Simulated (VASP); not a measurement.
# Br (P6_3/mmc) in VASP: further runs

The runs below take Br through single point, with PBE.

Everything below comes from runs of VASP 6.6.1. Logs are shortened: lines on timing, memory, paths and dates and some standing lists are left out, and cuts for length are marked.

### 1 The cell of the first run

The structure is hexagonal, space group P6_3/mmc (No. 194). The conventional cell has a = 4.910 Å, b = 4.910 Å, c = 9.001 Å, α = 90.00°, β = 90.00°, γ = 120.00°. Within 3.7 Å of Br (site symmetry -6m2) lie 3 Br at 2.83 Å. Within 3.7 Å of Br (site symmetry -6m2) lie 3 Br at 2.83 Å.

### 2 Single point, PBE

Input file INCAR:

```
SYSTEM = Br
  ALGO = Normal
  EDIFF = 1E-6
  ENCUT = 520
  GGA = PE
  ISIF = 2
  ISMEAR = 0
  LASPH = .TRUE.
  LCHARG = .FALSE.
  LREAL = .FALSE.
  LWAVE = .FALSE.
  NBANDS = 22
  NELM = 60
  PREC = Accurate
  SIGMA = 0.1
```

Input file KPOINTS:

```
k-points
0
G
  12 12 6
  0 0 0
```

Input file POSCAR:

```
Br
1.0
    4.9101342694      0.0000000000      0.0000000000
   -2.4550671347      4.2523010133      0.0000000000
    0.0000000000      0.0000000000      9.0012839341
Br
4
Direct
    0.0000000000      0.0000000000      0.2500000000
    0.0000000000      0.0000000000      0.7500000000
    0.3333333333      0.6666666667      0.7500000000
    0.6666666667      0.3333333333      0.2500000000
```

Potentials or basis: VASP PAW PBE potentials, release 64 (Br).

Run with:

```
$ cat potpaw_PBE.64/Br/POTCAR > POTCAR
$ mpirun -np 1 vasp_std > vasp.out
```

OUTCAR:

```text
SYSTEM = Br
   EDIFF = 1E-6
   ENCUT = 520
   GGA = PE
   ISIF = 2
   ISMEAR = 0
   LASPH = .TRUE.
   LREAL = .FALSE.
   NELM = 60
   PREC = Accurate

 ion  position               nearest neighbor table
   1  0.000  0.000  0.250-
   2  0.000  0.000  0.750-
   3  0.333  0.667  0.750-
   4  0.667  0.333  0.250-

  LATTYP: Found a hexagonal cell.
 ALAT       =     4.9101342694
 C/A-ratio  =     1.8332052527

  Lattice vectors:

 A1 = (   4.9101342694,   0.0000000000,   0.0000000000)
 A2 = (  -2.4550671347,   4.2523010133,   0.0000000000)
 A3 = (   0.0000000000,   0.0000000000,   9.0012839341)

Analysis of symmetry for initial positions (statically):
=====================================================================
 Subroutine PRICEL returns:
 Original cell was already a primitive cell.

 Routine SETGRP: Setting up the symmetry group for a
 hexagonal supercell.

 Subroutine GETGRP returns: Found 24 space group operations
 (whereof 12 operations were pure point group operations)
 out of a pool of 24 trial point group operations.

The static configuration has the point symmetry D_3d.
 The point group associated with its full space group is D_6h.

Analysis of symmetry for dynamics (positions and initial velocities):
=====================================================================
 Subroutine PRICEL returns:
 Original cell was already a primitive cell.

 Routine SETGRP: Setting up the symmetry group for a
 hexagonal supercell.

 Subroutine GETGRP returns: Found 24 space group operations
 (whereof 12 operations were pure point group operations)
 out of a pool of 24 trial point group operations.

The dynamic configuration has the point symmetry D_3d.
 The point group associated with its full space group is D_6h.

 Subroutine INISYM returns: Found 24 space group operations
 (whereof 12 operations are pure point group operations),
 and found     1 'primitive' translations

----------------------------------------------------------------------------------------

                                     Primitive cell

  volume of cell :     187.9411

  direct lattice vectors                    reciprocal lattice vectors
     4.910134269  0.000000000  0.000000000     0.203660418  0.117583397  0.000000000
    -2.455067135  4.252301013  0.000000000     0.000000000  0.235166795  0.000000000
     0.000000000  0.000000000  9.001283934     0.000000000  0.000000000  0.111095262

  length of vectors
     4.910134269  4.910134269  9.001283934     0.235166795  0.235166795  0.111095262

  position of ions in fractional coordinates (direct lattice)
     0.000000000  0.000000000  0.250000000
     0.000000000  0.000000000  0.750000000
     0.333333333  0.666666667  0.750000000
     0.666666667  0.333333333  0.250000000

  ion indices of the primitive-cell ions
   primitive index   ion index
                 1           1
                 2           2
                 3           3
                 4           4

----------------------------------------------------------------------------------------

 KPOINTS: k-points

Automatic generation of k-mesh.
 Grid dimensions read from file:
 generate k-points for:   12   12    6

 Generating k-lattice:

  Cartesian coordinates                     Fractional coordinates (reciprocal lattice)
     0.016971702  0.009798616  0.000000000     0.083333333  0.000000000  0.000000000
     0.000000000  0.019597233  0.000000000     0.000000000  0.083333333  0.000000000
     0.000000000  0.000000000  0.018515877     0.000000000  0.000000000  0.166666667

  Length of vectors
     0.019597233  0.019597233  0.018515877

  Shift w.r.t. Gamma in fractional coordinates (k-lattice)
     0.000000000  0.000000000  0.000000000

 Subroutine IBZKPT returns following result:
 ===========================================

 Found     76 irreducible k-points:

 Following reciprocal coordinates:
            Coordinates               Weight
  0.000000  0.000000  0.000000      1.000000
  0.083333  0.000000  0.000000      6.000000
  0.166667  0.000000  0.000000      6.000000
  0.250000  0.000000  0.000000      6.000000
  0.333333  0.000000  0.000000      6.000000
  0.416667  0.000000  0.000000      6.000000
[... 16 lines left out ...]
  0.250000  0.000000  0.166667     12.000000
  0.333333  0.000000  0.166667     12.000000
 [... further k-points ...]
   k-points           NKPTS =     76   k-points in BZ     NKDIM =     76   number of bands    NBANDS=     22
   number of dos      NEDOS =    301   number of ions     NIONS =      4
   total plane-waves  NPLWV = 112000
   dimension x,y,z NGX =    40 NGY =   40 NGZ =   70
   dimension x,y,z NGXF=    80 NGYF=   80 NGZF=  140
   ions per type =               4
   NGX,Y,Z   is equivalent  to a cutoff of  13.54, 13.54, 12.93 a.u.
   NGXF,Y,Z  is equivalent  to a cutoff of  27.09, 27.09, 25.86 a.u.
 SYSTEM =  Br
   PREC   = accura    normal or accurate (medium, high low for compatibility)
   ISTART =      0    job   : 0-new  1-cont  2-samecut
   ICHARG =      2    charge: 1-file 2-atom 10-const
   ISPIN  =      1    spin polarized calculation?
   LNONCOLLINEAR =      F non collinear calculations
   LSORBIT =      F    spin-orbit coupling
   LASPH  =      T    aspherical Exc in radial PAW
   ENCUT  =  520.0 eV  38.22 Ry    6.18 a.u.   9.13  9.13 16.74*2*pi/ulx,y,z
   NELM   =     60;   NELMIN=  2; NELMDL= -5     # of ELM steps
   EDIFF  = 0.1E-05   stopping-criterion for ELM
   LREAL  =      F    real-space projection
   EDIFFG = 0.1E-04   stopping-criterion for IOM
   NSW    =      0    number of steps for IOM
   IBRION =     -1    ionic relax: 0-MD 1-quasi-New 2-CG
   NFREE  =      0    steps in history (QN), initial steepest desc. (CG)
   ISIF   =      2    stress and relaxation
   ISYM   =      2    0-nonsym 1-usesym 2-fastsym
   POTIM  = 0.5000    time-step for ionic-motion
   TEBEG  =    0.0;   TEEND  =   0.0 temperature during run
   PSTRESS=    0.0 pullay stress
   NELECT =      28.0000    total number of electrons
   NUPDOWN=      -1.0000    fix difference up-down
   EMIN   =  10.00;   EMAX   =-10.00  energy-range for DOS
   EFERMI =   0.00;   METHOD = LEGACY
   ISMEAR =     0;   SIGMA  =   0.10  broadening in eV -4-tet -1-fermi 0-gaus
   EFERMI_NEDOS =   21; number of points for ismear=-14 and -15
   IALGO  =     38    algorithm
   IMIX   =      4    mixing-type and parameters
     AMIX     =   0.40;   BMIX     =  1.00
     AMIX_MAG =   1.60;   BMIX_MAG =  1.00
  volume/ion in A,a.u.               =      46.99       317.07
  Fermi-wavevector in a.u.,A,eV,Ry     =   0.867868  1.640032 10.247833  0.753194
  Thomas-Fermi vector in A             =   1.986464
   LORBIT       =      0    0 simple, 1 ext, 2 COOP (PROOUT), +10 PAW based schemes
   GGA     = PE    functional components
   LHFCALC =     F    Hartree Fock is set to
   AEXX    =    0.0000 exact exchange contribution
   IVDW    =     0    specifies the selected vdW correction
   LEPSILON=     F    determine dielectric tensor
   LRPA    =     F    only Hartree local field effects (RPA)
 non-spin polarized calculation
 Gauss-broadening in eV      SIGMA  =   0.10
  energy-cutoff  :      520.00
  volume of cell :      187.94
 maximum number of plane-waves:      5091
 NGX is ok and might be reduce to    40
   NGX = 19   NGY = 19   NGZ = 33

 number of electron      28.0000004 magnetization

 Free energy of the ion-electron system (eV)
  ---------------------------------------------------
  ext. energy  EPLUGINS =         0.00000000
  ---------------------------------------------------
  free energy    TOTEN  =        -5.17901251 eV

  energy without entropy =       -5.16525016  energy(sigma->0) =       -5.17213134

 E-fermi :  -2.0139     XC(G=0):  -6.3914

 val. band max:       -2.0455058324   @ k =   0.0000   0.0000   0.0000
 cond. band min:      -1.9877781181   @ k =   0.0833   0.0000   0.0000
 fundamental gap:      0.0577277143
 Fermi energy:        -2.0138523291

 k-point     1 :       0.0000    0.0000    0.0000
  band No.  band energies     occupation
      1     -17.0709      2.00000
      2     -17.0447      2.00000
      3     -14.7176      2.00000
      4     -14.7064      2.00000
      5      -5.5138      2.00000
      6      -5.5138      2.00000
[... 14 lines left out ...]
     21       7.6493      0.00000
     22       7.6493      0.00000

 k-point     2 :       0.0833    0.0000    0.0000
  band No.  band energies     occupation
      1     -17.0433      2.00000
      2     -17.0173      2.00000
      3     -14.7664      2.00000
      4     -14.7551      2.00000
      5      -5.5532      2.00000
      6      -5.5254      2.00000
[... 14 lines left out ...]
     21       7.4168      0.00000
     22       7.4666      0.00000

 k-point     3 :       0.1667    0.0000    0.0000
  band No.  band energies     occupation
      1     -16.9621      2.00000
      2     -16.9369      2.00000
      3     -14.9045      2.00000
      4     -14.8927      2.00000
      5      -5.6524      2.00000
      6      -5.6165      2.00000
[... 14 lines left out ...]
     21       7.0824      0.00000
     22       7.1732      0.00000

 k-point     4 :       0.2500    0.0000    0.0000
  band No.  band energies     occupation
      1     -16.8330      2.00000
      2     -16.8092      2.00000
      3     -15.1088      2.00000
      4     -15.0965      2.00000
      5      -5.7736      2.00000
      6      -5.7308      2.00000
[... 14 lines left out ...]
     21       6.9249      0.00000
     22       7.1611      0.00000

 k-point     5 :       0.3333    0.0000    0.0000
  band No.  band energies     occupation
      1     -16.6687      2.00000
      2     -16.6469      2.00000
      3     -15.3451      2.00000
      4     -15.3326      2.00000
      5      -5.8825      2.00000
      6      -5.8351      2.00000
[... 14 lines left out ...]
     21       6.7317      0.00000
     22       6.7435      0.00000

 k-point     6 :       0.4167    0.0000    0.0000
  band No.  band energies     occupation
      1     -16.5011      2.00000
      2     -16.4828      2.00000
      3     -15.5622      2.00000
      4     -15.5511      2.00000
      5      -5.9562      2.00000
      6      -5.9062      2.00000
[... 14 lines left out ...]
     21       6.3458      0.00000
     22       6.6005      0.00000

 k-point     7 :       0.5000    0.0000    0.0000
  band No.  band energies     occupation
      1     -16.4163      2.00000
      2     -16.4014      2.00000
      3     -15.6625      2.00000
      4     -15.6545      2.00000
      5      -5.9820      2.00000
      6      -5.9313      2.00000
[... 324 lines left out ...]
      6      -5.5122      2.00000
[... 14 lines left out ...]
     21       7.7045      0.00000
     22       7.7045      0.00000

 k-point    21 :       0.0833    0.0000    0.1667
  band No.  band energies     occupation
      1     -17.0416      2.00000
      2     -17.0191      2.00000
      3     -14.7657      2.00000
      4     -14.7558      2.00000
      5      -5.5513      2.00000
      6      -5.5272      2.00000
[... 14 lines left out ...]
     21       7.4797      0.00000
     22       7.5243      0.00000

 k-point    22 :       0.1667    0.0000    0.1667
  band No.  band energies     occupation
      1     -16.9604      2.00000
      2     -16.9386      2.00000
      3     -14.9037      2.00000
      4     -14.8935      2.00000
      5      -5.6500      2.00000
      6      -5.6189      2.00000
[... 14 lines left out ...]
     21       7.1156      0.00000
     22       7.2565      0.00000

 k-point    23 :       0.2500    0.0000    0.1667
  band No.  band energies     occupation
      1     -16.8314      2.00000
      2     -16.8107      2.00000
      3     -15.1080      2.00000
      4     -15.0973      2.00000
      5      -5.7708      2.00000
      6      -5.7337      2.00000
[... 14 lines left out ...]
     21       6.8593      0.00000
     22       7.2225      0.00000

 k-point    24 :       0.3333    0.0000    0.1667
  band No.  band energies     occupation
      1     -16.6672      2.00000
      2     -16.6484      2.00000
      3     -15.3443      2.00000
      4     -15.3335      2.00000
      5      -5.8794      2.00000
      6      -5.8383      2.00000
[... 14 lines left out ...]
     21       6.5858      0.00000
     22       6.8417      0.00000

 [... further k-points ...]

------------------------ aborting loop because EDIFF is reached ----------------------------------------

  FORCE on cell =-STRESS in cart. coord.  units (eV):
  Direction    XX          YY          ZZ          XY          YZ          ZX
  --------------------------------------------------------------------------------------
  -------------------------------------------------------------------------------------
  Total        0.0086054      0.0086054      0.0243614      0.0000000      0.0000000      0.0000000
  in kB        0.0733603      0.0733603      0.2076781      0.0000000      0.0000000      0.0000000
  external PRESSURE =       0.1181329 kB  Pullay stress =       0.0000000 kB

 VOLUME and BASIS-vectors are now :
 -----------------------------------------------------------------------------
  energy-cutoff  :      520.00
  volume of cell :      187.94
      direct lattice vectors                 reciprocal lattice vectors
     4.910134269  0.000000000  0.000000000     0.203660418  0.117583397  0.000000000
    -2.455067135  4.252301013  0.000000000     0.000000000  0.235166795  0.000000000
     0.000000000  0.000000000  9.001283934     0.000000000  0.000000000  0.111095262

 POSITION                                       TOTAL-FORCE (eV/Angst)
 -----------------------------------------------------------------------------------
      0.00000      0.00000      2.25032         0.000000     -0.000000     -0.000000
      0.00000      0.00000      6.75096        -0.000000      0.000000      0.000000
     -0.00000      2.83487      6.75096         0.000000     -0.000000      0.000000
      2.45507      1.41743      2.25032        -0.000000      0.000000     -0.000000
 -----------------------------------------------------------------------------------
    total drift:                                0.000000      0.000000      0.000000

  FREE ENERGIE OF THE ION-ELECTRON SYSTEM (eV)
  ---------------------------------------------------
  free  energy   TOTEN  =        -5.1790125097 eV

  energy  without entropy=       -5.1652501634  energy(sigma->0) =       -5.17213134
```

It took 2.6 min on 1 thread of Intel Xeon 6975P-C (Granite Rapids), shared host; peak memory 0.46 GiB.

What came out:

* Free energy: -5.1790 eV
* Pressure: 0.0 GPa
* Band gap on the k mesh: zero (filled and empty bands touch)

Levels at points of the mesh, in eV from the Fermi level:
```
           k point  band 11  band 12  band 13  band 14  band 15  band 16  band 17  band 18
(0.00, 0.00, 0.00)    -0.23    -0.06    -0.05    -0.05    -0.03    -0.03     5.13     7.56
(0.50, 0.00, 0.00)    -1.05    -0.93    -0.12    -0.12     1.14     1.15     7.00     7.12
(0.00, 0.00, 0.50)    -0.15    -0.15    -0.04    -0.04    -0.04    -0.04     6.17     6.17
(0.50, 0.00, 0.50)    -1.03    -1.03    -0.12    -0.12     1.14     1.14     7.24     7.24
```

Caveat: this functional lacks dispersion, which binds layers or chains, so the pressure and a relaxed spacing across them are unreliable.

### 3 Single point, PBE

This run uses another cell than the first one, of 47.12 Å³/atom.

Input file INCAR:

```
ALGO = Normal ; EDIFF = 1E-6
ENCUT = 520 ; GGA = PE
ISIF = 2 ; ISMEAR = 0
LASPH = True ; LCHARG = False
LREAL = False ; LWAVE = False
NBANDS = 22 ; NELM = 80
PREC = Accurate ; SIGMA = 0.1
```

Input file KPOINTS:

```
k-points
0
Gamma
  12 12 6
```

Input file POSCAR:

```
Br
1.0
    4.9108867417      0.0000000000      0.0000000000
   -2.4554433708      4.2529526735      0.0000000000
    0.0000000000      0.0000000000      9.0239406725
Br
4
Direct
    0.0000000000      0.0000000000      0.7500000000
    0.0000000000      0.0000000000      0.2500000000
    0.3333333333      0.6666666667      0.7500000000
    0.6666666667      0.3333333333      0.2500000000
```

Potentials or basis: VASP PAW PBE potentials, release 64 (Br).

Run with:

```
$ cat potpaw_PBE.64/Br/POTCAR > POTCAR
$ mpirun -np 1 vasp_std > vasp.out
```

It took 2.4 min on 1 thread of Intel Xeon 6975P-C (Granite Rapids), shared host; peak memory 0.46 GiB.

It converged, with:

- Free energy: -5.1791 eV
- Pressure: 0.0 GPa
- Band gap on the k mesh: zero (filled and empty bands touch)

Levels at points of the mesh, in eV from the Fermi level:
| k point | band 10 | band 11 | band 12 | band 13 | band 14 | band 15 | band 16 | band 17 | band 18 | band 19 |
| --- | --- | --- | --- | --- | --- | --- | --- | --- | --- | --- |
| (0.00, 0.00, 0.00) | -2.13 | -0.23 | -0.06 | -0.05 | -0.05 | -0.03 | -0.03 | 5.12 | 7.56 | 8.33 |
| (0.50, 0.00, 0.00) | -1.64 | -1.04 | -0.93 | -0.12 | -0.12 | 1.14 | 1.15 | 7.00 | 7.12 | 7.71 |
| (0.00, 0.00, 0.50) | -2.41 | -0.15 | -0.15 | -0.04 | -0.04 | -0.04 | -0.04 | 6.16 | 6.16 | 8.52 |
| (0.50, 0.00, 0.50) | -1.74 | -1.03 | -1.03 | -0.12 | -0.12 | 1.14 | 1.14 | 7.24 | 7.24 | 7.65 |

Caveat: this functional lacks dispersion, which binds layers or chains, so the pressure and a relaxed spacing across them are unreliable.

The gap in the log of VASP goes by the Fermi energy; the results here count the filled bands.